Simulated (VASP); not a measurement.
# Sb (I4/mmm) in VASP: further runs, part 2 of 3

VASP 6.6.1. The steps go on from the part before.

## Step 3: Electric field gradients, PBE (volume scaled by 0.94)

INCAR reads:

```
ALGO = Normal
EDIFF = 1E-8
ENCUT = 520
GGA = PE
ISIF = 2
ISMEAR = -1
LASPH = True
LCHARG = False
LEFG = True
LREAL = False
LWAVE = False
NBANDS = 8
NELM = 80
PREC = Accurate
SIGMA = 0.05
```

KPOINTS reads:

```
k-points
0
Gamma
  19 19 19
```

POSCAR reads:

```
Sb
1.0
   -1.4742770936      1.4742770936      2.4293735496
    1.4742770936     -1.4742770936      2.4293735496
    1.4742770936      1.4742770936     -2.4293735496
Sb
1
Direct
    0.0000000000      0.0000000000      0.0000000000
```

Potentials or basis: VASP PAW PBE potentials, release 64 (Sb).

Launch:

```
> cat potpaw_PBE.64/Sb/POTCAR > POTCAR
> mpirun -np 1 vasp_std > vasp.out
```

OUTCAR:

```text
EDIFF = 1E-8
   ENCUT = 520
   GGA = PE
   ISIF = 2
   ISMEAR = -1
   LASPH = True
   LREAL = False
   NELM = 80
   PREC = Accurate

 ion  position               nearest neighbor table
   1  0.000  0.000  0.000-

  LATTYP: Found a body centered tetragonal cell.
 ALAT       =     2.9485541872
 C/A-ratio  =     1.6478405316

  Lattice vectors:

 A1 = (  -1.4742770936,   1.4742770936,   2.4293735496)
 A2 = (   1.4742770936,  -1.4742770936,   2.4293735496)
 A3 = (   1.4742770936,   1.4742770936,  -2.4293735496)

Analysis of symmetry for initial positions (statically):
=====================================================================
 Subroutine PRICEL returns:
 Original cell was already a primitive cell.

 Routine SETGRP: Setting up the symmetry group for a
 body centered tetragonal supercell.

 Subroutine GETGRP returns: Found 16 space group operations
 (whereof 16 operations were pure point group operations)
 out of a pool of 16 trial point group operations.

The static configuration has the point symmetry D_4h.

Analysis of symmetry for dynamics (positions and initial velocities):
=====================================================================
 Subroutine PRICEL returns:
 Original cell was already a primitive cell.

 Routine SETGRP: Setting up the symmetry group for a
 body centered tetragonal supercell.

 Subroutine GETGRP returns: Found 16 space group operations
 (whereof 16 operations were pure point group operations)
 out of a pool of 16 trial point group operations.

The dynamic configuration has the point symmetry D_4h.

 Subroutine INISYM returns: Found 16 space group operations
 (whereof 16 operations are pure point group operations),
 and found     1 'primitive' translations

----------------------------------------------------------------------------------------

                                     Primitive cell

  volume of cell :      21.1209

  direct lattice vectors                    reciprocal lattice vectors
    -1.474277094  1.474277094  2.429373550     0.000000000  0.339149270  0.205814376
     1.474277094 -1.474277094  2.429373550     0.339149270  0.000000000  0.205814376
     1.474277094  1.474277094 -2.429373550     0.339149270  0.339149270  0.000000000

  length of vectors
     3.201381224  3.201381224  3.201381224     0.396713731  0.396713731  0.479629497

  position of ions in fractional coordinates (direct lattice)
     0.000000000  0.000000000  0.000000000

  ion indices of the primitive-cell ions
   primitive index   ion index
                 1           1

----------------------------------------------------------------------------------------

 KPOINTS: k-points

Automatic generation of k-mesh.
 Grid dimensions read from file:
 generate k-points for:   19   19   19

[... 61 lines left out ...]
   ENCUT  =  520.0 eV  38.22 Ry    6.18 a.u.   5.95  5.95  5.95*2*pi/ulx,y,z
   NELM   =     80;   NELMIN=  2; NELMDL= -5     # of ELM steps
   EDIFF  = 0.1E-07   stopping-criterion for ELM
   LREAL  =      F    real-space projection
   EDIFFG = 0.1E-06   stopping-criterion for IOM
   NSW    =      0    number of steps for IOM
   IBRION =     -1    ionic relax: 0-MD 1-quasi-New 2-CG
   NFREE  =      0    steps in history (QN), initial steepest desc. (CG)
   ISIF   =      2    stress and relaxation
   ISYM   =      2    0-nonsym 1-usesym 2-fastsym
   POTIM  = 0.5000    time-step for ionic-motion
   TEBEG  =    0.0;   TEEND  =   0.0 temperature during run
   PSTRESS=    0.0 pullay stress
   NELECT =       5.0000    total number of electrons
   NUPDOWN=      -1.0000    fix difference up-down
   EMIN   =  10.00;   EMAX   =-10.00  energy-range for DOS
   EFERMI =   0.00;   METHOD = LEGACY
   ISMEAR =    -1;   SIGMA  =   0.05  broadening in eV -4-tet -1-fermi 0-gaus
   EFERMI_NEDOS =   21; number of points for ismear=-14 and -15
   IALGO  =     38    algorithm
   IMIX   =      4    mixing-type and parameters
     AMIX     =   0.40;   BMIX     =  1.00
     AMIX_MAG =   1.60;   BMIX_MAG =  1.00
  volume/ion in A,a.u.               =      21.12       142.53
  Fermi-wavevector in a.u.,A,eV,Ry     =   1.012731  1.913784 13.954455  1.025624
  Thomas-Fermi vector in A             =   2.145858
   LORBIT       =      0    0 simple, 1 ext, 2 COOP (PROOUT), +10 PAW based schemes
   GGA     = PE    functional components
   LHFCALC =     F    Hartree Fock is set to
   AEXX    =    0.0000 exact exchange contribution
   IVDW    =     0    specifies the selected vdW correction
   LEPSILON=     F    determine dielectric tensor
   LRPA    =     F    only Hartree local field effects (RPA)
 non-spin polarized calculation
  energy-cutoff  :      520.00
  volume of cell :       21.12
 maximum number of plane-waves:       590
   NGX = 11   NGY = 11   NGZ = 11

 number of electron       4.9999999 magnetization

 Free energy of the ion-electron system (eV)
  ---------------------------------------------------
  ext. energy  EPLUGINS =         0.00000000
  ---------------------------------------------------
  free energy    TOTEN  =        -3.38702606 eV

  energy without entropy =       -3.38291388  energy(sigma->0) =       -3.38496997

 E-fermi :  12.1262     XC(G=0): -11.3256

 val. band max:       12.1229494957   @ k =  -0.2632   0.1053  -0.0000
 cond. band min:      12.1378601440   @ k =  -0.4211   0.2632   0.0526
 fundamental gap:      0.0149106483
 Fermi energy:        12.1261854331

 k-point     1 :       0.0000    0.0000    0.0000
  band No.  band energies     occupation
      1      -3.0485      2.00000
      2      19.1911      0.00000
      3      19.3720      0.00000
      4      19.3720      0.00000
      5      22.4271      0.00000
      6      22.4619      0.00000
      7      23.4437      0.00000
      8      23.4437      0.00000
[... 243 lines left out ...]
 k-point    24 :      -0.2632    0.0526   -0.0000
  band No.  band energies     occupation
      1      -1.4416      2.00000
      2      11.4710      2.00000
      3      16.2274      0.00000
      4      18.6183      0.00000
      5      20.6690      0.00000
      6      22.5934      0.00000
      7      24.2483      0.00000
      8      24.8978      0.00000

 [... further k-points ...]
[... 5 lines left out ...]
  --------------------------------------------------------------------------------------
  -------------------------------------------------------------------------------------
  Total        3.9769018      3.9769018      3.4902732      0.0000000     -0.0000000      0.0000000
  in kB      301.6775062    301.6775062    264.7631151      0.0000000     -0.0000000      0.0000000
  external PRESSURE =     289.3727092 kB  Pullay stress =       0.0000000 kB

 VOLUME and BASIS-vectors are now :
 -----------------------------------------------------------------------------
  energy-cutoff  :      520.00
  volume of cell :       21.12
      direct lattice vectors                 reciprocal lattice vectors
    -1.474277094  1.474277094  2.429373550     0.000000000  0.339149270  0.205814376
     1.474277094 -1.474277094  2.429373550     0.339149270  0.000000000  0.205814376
     1.474277094  1.474277094 -2.429373550     0.339149270  0.339149270  0.000000000

 POSITION                                       TOTAL-FORCE (eV/Angst)
 -----------------------------------------------------------------------------------
      0.00000      0.00000      0.00000        -0.000000     -0.000000      0.000000
 -----------------------------------------------------------------------------------
    total drift:                                0.000000     -0.000000      0.000000

  FREE ENERGIE OF THE ION-ELECTRON SYSTEM (eV)
  ---------------------------------------------------
  free  energy   TOTEN  =        -3.3870260614 eV

  energy  without entropy=       -3.3829138816  energy(sigma->0) =       -3.38496997

 Electric field gradients (V/A^2)
---------------------------------------------------------------------
 ion       V_xx      V_yy      V_zz      V_xy      V_xz      V_yz
---------------------------------------------------------------------
   1     -18.552   -18.552    37.104    -0.000    -0.000    -0.000
---------------------------------------------------------------------

 Electric field gradients after diagonalization (V/A^2)
 (convention: |V_zz| > |V_xx| > |V_yy|)
----------------------------------------------------------------------
 ion       V_xx      V_yy      V_zz     asymmetry (V_yy - V_xx)/ V_zz
----------------------------------------------------------------------
   1     -18.552   -18.552    37.104       0.000
----------------------------------------------------------------------

           NMR quadrupolar parameters

 Cq : quadrupolar parameter    Cq=e*Q*V_zz/h
 eta: asymmetry parameters     (V_yy - V_xx)/ V_zz
 Q  : nuclear electric quadrupole moment in mb (millibarn)
----------------------------------------------------------------------
 ion       Cq(MHz)       eta       Q (mb)
----------------------------------------------------------------------
   1       0.090       0.000       1.000
----------------------------------------------------------------------
```

OSZICAR:

```text
N       E                     dE             d eps       ncg     rms          rms(c)
DAV:   1     0.591122502297E+01    0.59112E+01   -0.17729E+03  9040   0.421E+02
DAV:   2    -0.330760882795E+01   -0.92188E+01   -0.87992E+01 12168   0.561E+01
DAV:   3    -0.339621060309E+01   -0.88602E-01   -0.88466E-01 11248   0.614E+00
DAV:   4    -0.339640503976E+01   -0.19444E-03   -0.19444E-03 13192   0.331E-01
DAV:   5    -0.339640540288E+01   -0.36311E-06   -0.36180E-06 11648   0.922E-03    0.278E+00
DAV:   6    -0.339051631388E+01    0.58891E-02   -0.59442E-04 12584   0.145E-01    0.166E+00
DAV:   7    -0.338703633019E+01    0.34800E-02   -0.14340E-03 11144   0.220E-01    0.371E-02
DAV:   8    -0.338702637587E+01    0.99543E-05   -0.46742E-05 11800   0.455E-02    0.706E-03
DAV:   9    -0.338702651389E+01   -0.13803E-06   -0.10001E-06 13120   0.713E-03    0.353E-03
DAV:  10    -0.338702607179E+01    0.44210E-06   -0.69431E-08 11792   0.155E-03    0.516E-04
DAV:  11    -0.338702608752E+01   -0.15732E-07   -0.25410E-09 10080   0.350E-04    0.927E-05
DAV:  12    -0.338702606028E+01    0.27244E-07   -0.17981E-10  5784   0.913E-05    0.759E-06
DAV:  13    -0.338702606142E+01   -0.11377E-08   -0.11721E-11  5096   0.283E-05
   1 F= -.33870261E+01 E0= -.33849700E+01  d E =-.411218E-02
```

It took 83 s on 1 thread of Intel Xeon Platinum 8259CL at 2.50GHz (Skylake/Cascade Lake), shared host; peak memory 0.21 GiB.

What came out:

| Item | Value |
| --- | --- |
| Free energy | -3.3870 eV |
| Pressure | 28.9 GPa |

Electric field gradients, principal values (V/Å²):
```tsv
atom	least	middle	greatest (by size)
1 Sb	-18.552	-18.552	37.104
```

Caveat: without QUAD_EFG the Cq values of the log hold for a quadrupole moment of 1 mb, not for the nuclei; spin-orbit coupling is left out, which moves the levels of the heavy elements.

(Continued in part 3 of 3.)
